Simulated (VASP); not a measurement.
# AlP (F-43m) in VASP: a series of runs

Runs on AlP. Level: r2SCAN+rVV10. Tasks: single point.

All numbers are computed with VASP 6.6.1; they aren't measurements. Logs are shortened: lines on timing, memory, paths and dates and some standing lists are left out, and cuts for length are marked.

**1. The cell of the first run**

Symmetry: F-43m, No. 216, cubic system. The conventional cell has a = 5.470 Å, b = 5.470 Å, c = 5.470 Å, α = 90.00°, β = 90.00°, γ = 90.00°. Within 3.1 Å of Al (site symmetry -43m) lie 4 P at 2.37 Å. P (site symmetry -43m) has 4 Al at 2.37 Å within 3.1 Å.

**2. Single point, r2SCAN+rVV10**

POSCAR

```
AlP
1.0
    0.0000000000      2.7350000000      2.7350000000
    2.7350000000      0.0000000000      2.7350000000
    2.7350000000      2.7350000000      0.0000000000
Al P
1 1
Direct
    0.0000000000      0.0000000000      0.0000000000
    0.2500000000      0.2500000000      0.2500000000
```

INCAR.step1

```
PREC = Accurate ; ENCUT = 550
ISMEAR = 0 ; SIGMA = 0.1
LREAL = False ; LASPH = True
NELM = 120 ; NBANDS = 11
GGA = PE ; ALGO = Normal
EDIFF = 1E-5 ; LWAVE = True
LCHARG = False ; GGA_COMPAT = False
```

INCAR.step2

```
PREC = Accurate ; ENCUT = 550
EDIFF = 1E-6 ; ISMEAR = 0
SIGMA = 0.1 ; LREAL = False
LASPH = True ; NELM = 120
ALGO = Normal ; ISIF = 2
LWAVE = False ; LCHARG = True
METAGGA = R2SCAN ; LMIXTAU = True
LUSE_VDW = True ; IVDW_NL = 2
BPARAM = 11.95 ; CPARAM = 0.0093
LELF = True ; LVHAR = True
NBANDS = 11 ; ISTART = 1
GGA_COMPAT = False
```

KPOINTS

```
regular mesh
0
Gamma
  6 6 6
```

Potentials or basis: VASP PAW PBE potentials, release 64 (Al, P).

On the command line:

```sh
$ cat potpaw_PBE.64/Al/POTCAR potpaw_PBE.64/P/POTCAR > POTCAR
$ cp INCAR.step1 INCAR
$ mpirun -np 1 vasp_std > vasp.out
$ cp INCAR.step2 INCAR
$ mpirun -np 1 vasp_std > vasp.out
```

OUTCAR:

```text
PREC = Accurate
   ENCUT = 550
   EDIFF = 1E-6
   ISMEAR = 0
   LREAL = False
   LASPH = True
   NELM = 120
   ISIF = 2
   METAGGA = R2SCAN
   IVDW_NL = 2
   BPARAM = 11.95
   ISTART = 1

 ion  position               nearest neighbor table
   1  0.000  0.000  0.000-   2 2.37   2 2.37   2 2.37   2 2.37
   2  0.250  0.250  0.250-   1 2.37   1 2.37   1 2.37   1 2.37

  LATTYP: Found a face centered cubic cell.
 ALAT       =     5.4700000000

  Lattice vectors:

 A1 = (   0.0000000000,   2.7350000000,   2.7350000000)
 A2 = (   2.7350000000,   0.0000000000,   2.7350000000)
 A3 = (   2.7350000000,   2.7350000000,   0.0000000000)

Analysis of symmetry for initial positions (statically):
=====================================================================
 Subroutine PRICEL returns:
 Original cell was already a primitive cell.

 Routine SETGRP: Setting up the symmetry group for a
 face centered cubic supercell.

 Subroutine GETGRP returns: Found 24 space group operations
 (whereof 24 operations were pure point group operations)
 out of a pool of 48 trial point group operations.

The static configuration has the point symmetry T_d .

Analysis of symmetry for dynamics (positions and initial velocities):
=====================================================================
 Subroutine PRICEL returns:
 Original cell was already a primitive cell.

 Routine SETGRP: Setting up the symmetry group for a
 face centered cubic supercell.

 Subroutine GETGRP returns: Found 24 space group operations
 (whereof 24 operations were pure point group operations)
 out of a pool of 48 trial point group operations.

The dynamic configuration has the point symmetry T_d .

 Subroutine INISYM returns: Found 24 space group operations
 (whereof 24 operations are pure point group operations),
 and found     1 'primitive' translations

----------------------------------------------------------------------------------------

                                     Primitive cell

  volume of cell :      40.9168

  direct lattice vectors                    reciprocal lattice vectors
     0.000000000  2.735000000  2.735000000    -0.182815356  0.182815356  0.182815356
     2.735000000  0.000000000  2.735000000     0.182815356 -0.182815356  0.182815356
     2.735000000  2.735000000  0.000000000     0.182815356  0.182815356 -0.182815356

  length of vectors
     3.867874093  3.867874093  3.867874093     0.316645486  0.316645486  0.316645486

  position of ions in fractional coordinates (direct lattice)
     0.000000000  0.000000000  0.000000000
     0.250000000  0.250000000  0.250000000

  ion indices of the primitive-cell ions
   primitive index   ion index
                 1           1
                 2           2

----------------------------------------------------------------------------------------

 KPOINTS: regular mesh

Automatic generation of k-mesh.
 Grid dimensions read from file:
 generate k-points for:    6    6    6

 Generating k-lattice:

  Cartesian coordinates                     Fractional coordinates (reciprocal lattice)
    -0.030469226  0.030469226  0.030469226     0.166666667  0.000000000  0.000000000
     0.030469226 -0.030469226  0.030469226     0.000000000  0.166666667  0.000000000
     0.030469226  0.030469226 -0.030469226     0.000000000  0.000000000  0.166666667

  Length of vectors
     0.052774248  0.052774248  0.052774248

  Shift w.r.t. Gamma in fractional coordinates (k-lattice)
     0.000000000  0.000000000  0.000000000

 Subroutine IBZKPT returns following result:
 ===========================================

 Found     16 irreducible k-points:

 Following reciprocal coordinates:
            Coordinates               Weight
  0.000000  0.000000  0.000000      1.000000
  0.166667  0.000000  0.000000      8.000000
  0.333333  0.000000  0.000000      8.000000
  0.500000  0.000000  0.000000      4.000000
  0.166667  0.166667  0.000000      6.000000
  0.333333  0.166667  0.000000     24.000000
[... 8 lines left out ...]
 -0.333333  0.333333  0.166667     24.000000
 -0.333333  0.500000  0.166667     12.000000
   k-points           NKPTS =     16   k-points in BZ     NKDIM =     16   number of bands    NBANDS=     11
   number of dos      NEDOS =    301   number of ions     NIONS =      2
   total plane-waves  NPLWV =  27000
   dimension x,y,z NGX =    30 NGY =   30 NGZ =   30
   dimension x,y,z NGXF=    60 NGYF=   60 NGZF=   60
   ions per type =               1   1
   NGX,Y,Z   is equivalent  to a cutoff of  12.89, 12.89, 12.89 a.u.
   NGXF,Y,Z  is equivalent  to a cutoff of  25.79, 25.79, 25.79 a.u.
 SYSTEM =  unknown system
   PREC   = accura    normal or accurate (medium, high low for compatibility)
   ISTART =      1    job   : 0-new  1-cont  2-samecut
   ICHARG =      0    charge: 1-file 2-atom 10-const
   ISPIN  =      1    spin polarized calculation?
   LNONCOLLINEAR =      F non collinear calculations
   LSORBIT =      F    spin-orbit coupling
   LASPH  =      T    aspherical Exc in radial PAW
   ENCUT  =  550.0 eV  40.42 Ry    6.36 a.u.   7.40  7.40  7.40*2*pi/ulx,y,z
   NELM   =    120;   NELMIN=  2; NELMDL=  0     # of ELM steps
   EDIFF  = 0.1E-05   stopping-criterion for ELM
   LREAL  =      F    real-space projection
   EDIFFG = 0.1E-04   stopping-criterion for IOM
   NSW    =      0    number of steps for IOM
   IBRION =     -1    ionic relax: 0-MD 1-quasi-New 2-CG
   NFREE  =      0    steps in history (QN), initial steepest desc. (CG)
   ISIF   =      2    stress and relaxation
   ISYM   =      2    0-nonsym 1-usesym 2-fastsym
   POTIM  = 0.5000    time-step for ionic-motion
   TEBEG  =    0.0;   TEEND  =   0.0 temperature during run
   PSTRESS=    0.0 pullay stress
   NELECT =       8.0000    total number of electrons
   NUPDOWN=      -1.0000    fix difference up-down
   EMIN   =  10.00;   EMAX   =-10.00  energy-range for DOS
   EFERMI =   0.00;   METHOD = LEGACY
   ISMEAR =     0;   SIGMA  =   0.10  broadening in eV -4-tet -1-fermi 0-gaus
   EFERMI_NEDOS =   21; number of points for ismear=-14 and -15
   IALGO  =     38    algorithm
   IMIX   =      4    mixing-type and parameters
     AMIX     =   0.40;   BMIX     =  1.00
     AMIX_MAG =   1.60;   BMIX_MAG =  1.00
  volume/ion in A,a.u.               =      20.46       138.06
  Fermi-wavevector in a.u.,A,eV,Ry     =   0.950176  1.795573 12.283814  0.902835
  Thomas-Fermi vector in A             =   2.078528
   LORBIT       =      0    0 simple, 1 ext, 2 COOP (PROOUT), +10 PAW based schemes
   METAGGA = R2SCAN    functional components
   LHFCALC =     F    Hartree Fock is set to
   AEXX    =    0.0000 exact exchange contribution
   IVDW_NL    =     2    kernel type
   BPARAM     =11.9500
   IVDW    =     0    specifies the selected vdW correction
   LEPSILON=     F    determine dielectric tensor
   LRPA    =     F    only Hartree local field effects (RPA)
 non-spin polarized calculation
 Gauss-broadening in eV      SIGMA  =   0.10
  energy-cutoff  :      550.00
  volume of cell :       40.92
 maximum number of plane-waves:      1243
 NGX is ok and might be reduce to    30
   NGX = 15   NGY = 15   NGZ = 15

 number of electron       7.9999999 magnetization

 Free energy of the ion-electron system (eV)
  ---------------------------------------------------
  ext. energy  EPLUGINS =         0.00000000
  ---------------------------------------------------
  free energy    TOTEN  =       -17.02016730 eV

  energy without entropy =      -17.02016730  energy(sigma->0) =      -17.02016730

 E-fermi :   4.8634     XC(G=0):  -9.6492

 val. band max:        4.3587694352   @ k =   0.0000   0.0000   0.0000
 cond. band min:       6.2271163600   @ k =   0.5000   0.5000   0.0000
 fundamental gap:      1.8683469249
 Fermi energy:         4.8633696647

 k-point     1 :       0.0000    0.0000    0.0000
  band No.  band energies     occupation
      1      -7.6081      2.00000
      2       4.3588      2.00000
      3       4.3588      2.00000
      4       4.3588      2.00000
      5       8.2764      0.00000
      6       9.3112      0.00000
      7       9.3112      0.00000
      8       9.3112      0.00000
      9      13.6519      0.00000
     10      13.6519      0.00000
     11      15.4400      0.00000

 k-point     2 :       0.1667    0.0000    0.0000
  band No.  band energies     occupation
      1      -7.2929      2.00000
      2       2.4779      2.00000
      3       4.1100      2.00000
      4       4.1100      2.00000
      5       8.4808      0.00000
      6       9.7644      0.00000
      7       9.7644      0.00000
      8      10.5584      0.00000
      9      13.0143      0.00000
     10      13.0143      0.00000
     11      15.9488      0.00000

 k-point     3 :       0.3333    0.0000    0.0000
  band No.  band energies     occupation
      1      -6.4743      2.00000
      2      -0.0738      2.00000
      3       3.7252      2.00000
      4       3.7252      2.00000
      5       7.8794      0.00000
      6       9.8018      0.00000
      7       9.8018      0.00000
      8      12.9087      0.00000
      9      14.0262      0.00000
     10      14.0262      0.00000
     11      15.4129      0.00000
[... 155 lines left out ...]
 k-point    15 :      -0.3333    0.3333    0.1667
  band No.  band energies     occupation
      1      -5.3535      2.00000
      2      -0.7347      2.00000
      3       1.1526      2.00000
      4       2.3266      2.00000
      5       8.7630      0.00000
      6       9.7836      0.00000
      7      11.7699      0.00000
      8      12.5325      0.00000
      9      13.8985      0.00000
     10      17.0695      0.00000
     11      18.0637      0.00000

 k-point    16 :      -0.3333    0.5000    0.1667
  band No.  band energies     occupation
      1      -5.1458      2.00000
      2      -0.7830      2.00000
      3       1.3636      2.00000
      4       1.6282      2.00000
      5       8.0018      0.00000
      6       9.0749      0.00000
      7      12.5871      0.00000
      8      12.9311      0.00000
      9      16.4390      0.00000
     10      17.0074      0.00000
     11      18.5025      0.00000

------------------------ aborting loop because EDIFF is reached ----------------------------------------

  FORCE on cell =-STRESS in cart. coord.  units (eV):
  Direction    XX          YY          ZZ          XY          YZ          ZX
  --------------------------------------------------------------------------------------
  -------------------------------------------------------------------------------------
  Total       -0.0740564     -0.0740564     -0.0740564     -0.0000000      0.0000000      0.0000000
  in kB       -2.8998223     -2.8998223     -2.8998223     -0.0000000      0.0000000      0.0000000
  external PRESSURE =      -2.8998223 kB  Pullay stress =       0.0000000 kB

 VOLUME and BASIS-vectors are now :
 -----------------------------------------------------------------------------
  energy-cutoff  :      550.00
  volume of cell :       40.92
      direct lattice vectors                 reciprocal lattice vectors
     0.000000000  2.735000000  2.735000000    -0.182815356  0.182815356  0.182815356
     2.735000000  0.000000000  2.735000000     0.182815356 -0.182815356  0.182815356
     2.735000000  2.735000000  0.000000000     0.182815356  0.182815356 -0.182815356

 POSITION                                       TOTAL-FORCE (eV/Angst)
 -----------------------------------------------------------------------------------
      0.00000      0.00000      0.00000         0.000000     -0.000000     -0.000000
      1.36750      1.36750      1.36750        -0.000000      0.000000      0.000000
 -----------------------------------------------------------------------------------
    total drift:                               -0.000000     -0.000000     -0.000000

  FREE ENERGIE OF THE ION-ELECTRON SYSTEM (eV)
  ---------------------------------------------------
  free  energy   TOTEN  =       -17.0201673003 eV

  energy  without entropy=      -17.0201673003  energy(sigma->0) =      -17.02016730
```

It took 82 s on 1 thread of Intel Xeon Platinum 8259CL at 2.50GHz (Skylake/Cascade Lake), shared host; peak memory 0.28 GiB.

What came out:

```yaml
Free_energy: -17.0202 eV
Pressure: -0.3 GPa
Band_gap_on_the_k_mesh: 1.87 eV (least direct gap 3.92 eV)
```

Levels at points of the mesh, in eV from the valence-band top:
| k point | band 2 | band 3 | band 4 | band 5 | band 6 | band 7 |
| --- | --- | --- | --- | --- | --- | --- |
| (0.00, 0.00, 0.00) | 0.00 | 0.00 | 0.00 | 3.92 | 4.95 | 4.95 |
| (0.50, 0.00, 0.00) | -5.67 | -0.79 | -0.79 | 3.28 | 5.20 | 5.20 |
| (0.50, 0.50, 0.00) | -5.43 | -2.18 | -2.18 | 1.87 | 2.81 | 11.92 |

Caveat: the PAW data sets were made with another functional, which shifts forces and pressure a little.

**3. Single point, r2SCAN+rVV10**

POSCAR

```
AlP
1.0
    0.0000000000      2.7345801054      2.7345801054
    2.7345801054      0.0000000000      2.7345801054
    2.7345801054      2.7345801054      0.0000000000
Al P
1 1
Direct
    0.0000000000      0.0000000000      0.0000000000
    0.2500000000      0.2500000000      0.2500000000
```

INCAR.step1

```
SYSTEM = AlP
PREC = Accurate ; ENCUT = 550
ISMEAR = 0 ; SIGMA = 0.02
LREAL = .FALSE. ; LASPH = .TRUE.
NELM = 120 ; NBANDS = 11
GGA = PE ; ALGO = Normal
EDIFF = 1E-5 ; LWAVE = .TRUE.
LCHARG = .FALSE. ; GGA_COMPAT = .FALSE.
```

INCAR.step2

```
SYSTEM = AlP
PREC = Accurate ; ENCUT = 550
EDIFF = 1E-6 ; ISMEAR = 0
SIGMA = 0.02 ; LREAL = .FALSE.
LASPH = .TRUE. ; NELM = 120
ALGO = Normal ; ISIF = 2
LWAVE = .FALSE. ; LCHARG = .FALSE.
METAGGA = R2SCAN ; LMIXTAU = .TRUE.
LUSE_VDW = .TRUE. ; IVDW_NL = 2
BPARAM = 11.95 ; CPARAM = 0.0093
NBANDS = 11 ; ISTART = 1
GGA_COMPAT = .FALSE.
```

KPOINTS

```
regular mesh
0
G
  8 8 8
  0 0 0
```

Potentials or basis: VASP PAW PBE potentials, release 64 (Al, P).

On the command line:

```sh
$ cat potpaw_PBE.64/Al/POTCAR potpaw_PBE.64/P/POTCAR > POTCAR
$ cp INCAR.step1 INCAR
$ mpirun -np 1 vasp_std > vasp.out
$ cp INCAR.step2 INCAR
$ mpirun -np 1 vasp_std > vasp.out
```

Run time: 1.7 min. Hardware: 1 thread of Intel Xeon Platinum 8259CL at 2.50GHz (Skylake/Cascade Lake), shared host; peak memory 0.28 GiB.

Results (log left out):

| Quantity | Value |
| --- | --- |
| Free energy | -17.0267 eV |
| Pressure | -0.3 GPa |
| Band gap on the k mesh | 1.87 eV (least direct gap 3.92 eV) |

Levels at points of the mesh, in eV from the valence-band top:
```csv
k point,band 1,band 2,band 3,band 4,band 5,band 6,band 7,band 8,band 9
"(0.00, 0.00, 0.00)",-11.97,0.00,0.00,0.00,3.92,4.95,4.95,4.95,9.30
"(0.50, 0.00, 0.00)",-10.23,-5.67,-0.79,-0.79,3.28,5.20,5.20,8.87,12.14
"(0.50, 0.50, 0.00)",-9.54,-5.43,-2.18,-2.18,1.87,2.81,11.93,11.93,12.73
```

Caveat: the PAW data sets were made with another functional, which shifts forces and pressure a little.

**4. Single point, r2SCAN+rVV10**

POSCAR is that of step 3.

INCAR.step1

```
PREC = Accurate
ENCUT = 550
ISMEAR = 0
SIGMA = 0.02
LREAL = False
LASPH = True
NELM = 120
NBANDS = 11
GGA = PE
ALGO = Normal
EDIFF = 1E-5
LWAVE = True
LCHARG = False
GGA_COMPAT = False
```

INCAR.step2

```
PREC = Accurate
ENCUT = 550
EDIFF = 1E-6
ISMEAR = 0
SIGMA = 0.02
LREAL = False
LASPH = True
NELM = 120
ALGO = Normal
ISIF = 2
LWAVE = False
LCHARG = True
METAGGA = R2SCAN
LMIXTAU = True
LUSE_VDW = True
IVDW_NL = 2
BPARAM = 11.95
CPARAM = 0.0093
LELF = True
LVHAR = True
NBANDS = 11
ISTART = 1
GGA_COMPAT = False
```

KPOINTS

```
regular mesh
0
Gamma
  8 8 8
```

On the command line:

```sh
$ cat potpaw_PBE.64/Al/POTCAR potpaw_PBE.64/P/POTCAR > POTCAR
$ cp INCAR.step1 INCAR
$ mpirun -np 1 vasp_std > vasp.out
$ cp INCAR.step2 INCAR
$ mpirun -np 1 vasp_std > vasp.out
```

Run time: 1.7 min. Hardware: 1 thread of Intel Xeon Platinum 8259CL at 2.50GHz (Skylake/Cascade Lake), shared host; peak memory 0.28 GiB.

Results (log left out):

| Property | Result |
| --- | --- |
| Free energy | -17.0267 eV |
| Pressure | -0.3 GPa |
| Band gap on the k mesh | 1.87 eV (least direct gap 3.92 eV) |

Levels at points of the mesh, in eV from the valence-band top:
```csv
k point,band 1,band 2,band 3,band 4,band 5,band 6,band 7,band 8
"(0.00, 0.00, 0.00)",-11.97,0.00,0.00,0.00,3.92,4.95,4.95,4.95
"(0.50, 0.00, 0.00)",-10.23,-5.67,-0.79,-0.79,3.28,5.20,5.20,8.87
"(0.50, 0.50, 0.00)",-9.54,-5.43,-2.18,-2.18,1.87,2.81,11.93,11.93
```

Caveat: the PAW data sets were made with another functional, which shifts forces and pressure a little. A k mesh can miss the band edges.
